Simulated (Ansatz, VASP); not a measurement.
## Two plane-wave programs on AlN

Contents of POSCAR:

```
AlN
1.0
    0.0000000000      2.1848764208      2.1848764208
    2.1496999104      0.0000000000      2.1848764208
    2.1496999104      2.1848764208      0.0000000000
Al N
1 1
Direct
    0.0000000000      0.0000000000      0.0000000000
    0.2500000000      0.2500000000      0.2500000000
```

Contents of INCAR.step1:

```
SYSTEM = AlN
PREC = Accurate
ENCUT = 520
EDIFF = 1E-5
ISMEAR = 0
SIGMA = 0.01
LREAL = .False.
LASPH = .True.
NELM = 80
ALGO = Normal
ISIF = 2
LWAVE = .True.
LCHARG = .False.
NBANDS = 11
GGA = PE
```

INCAR.step2

```
SYSTEM = AlN
PREC = Accurate
ENCUT = 520
EDIFF = 1E-6
ISMEAR = 0
SIGMA = 0.01
LREAL = .False.
LASPH = .True.
NELM = 80
ALGO = Normal
ISIF = 2
LWAVE = .False.
LCHARG = .False.
GGA = PE
LHFCALC = .True.
HFSCREEN = 0.2079
PRECFOCK = Normal
NBANDS = 11
ISTART = 1
```

File KPOINTS:

```
regular mesh
0
Gamma
  8 8 8
  0 0 0
```

Input for Ansatz:

```yaml
crystal:
  lattice:
    - [0.0, 2.1848764208, 2.1848764208]
    - [2.1496999104, 0.0, 2.1848764208]
    - [2.1496999104, 2.1848764208, 0.0]
  atoms:
    - { symbol: Al, position: [0.0, 0.0, 0.0] }
    - { symbol: "N", position: [0.25, 0.25, 0.25] }
kpoints:
  mp_grid: { grid: [8, 8, 8] }
  band_path:
    path:
      - [0.0, 0.0, 0.0]
      - [-0.5, -0.5, 0.0]
      - [-0.375, -0.375, 0.25]
      - [-0.375, 0.0, 0.375]
      - [0.0, 0.0, 0.5]
      - [-0.5, -0.25, 0.25]
    npoints: 1
hamiltonian:
  xc: hse06
scf:
  occupations: { method: fixed }
  n_extra_bands: 4
output:
  forces: true
  stress: true
  eigenvalues: true
```

Change from the starting cell: uniaxial_x strain -1.6%.

Alike in both runs: task single point; functional HSE06; k mesh 8 × 8 × 8; no spin polarisation.

```csv
,VASP,Ansatz
version,VASP 6.6.1,Ansatz 0.2.0
potentials or method,"VASP PAW PBE potentials, release 64 (Al, N)","plane waves, PAW"
plane-wave cutoff (eV),520,420
occupations,"gaussian, width 0.01 eV",fixed
valence electrons in the cell,8,8
```

Ansatz gave:

| Item | Value |
| --- | --- |
| gap on the k mesh at the Fermi level (eV) | 4.47 |
| pressure (GPa) | 2.8 |
| traceless stress, the component that is largest in VASP (GPa) | 1.45 |

Which values does VASP return?

gap on the k mesh at the Fermi level (eV): 4.47; pressure (GPa): 2.7; traceless stress, the component that is largest in VASP (GPa): 1.46.

Ansatz's warnings: stress exchange threshold loose, stress scf threshold loose.
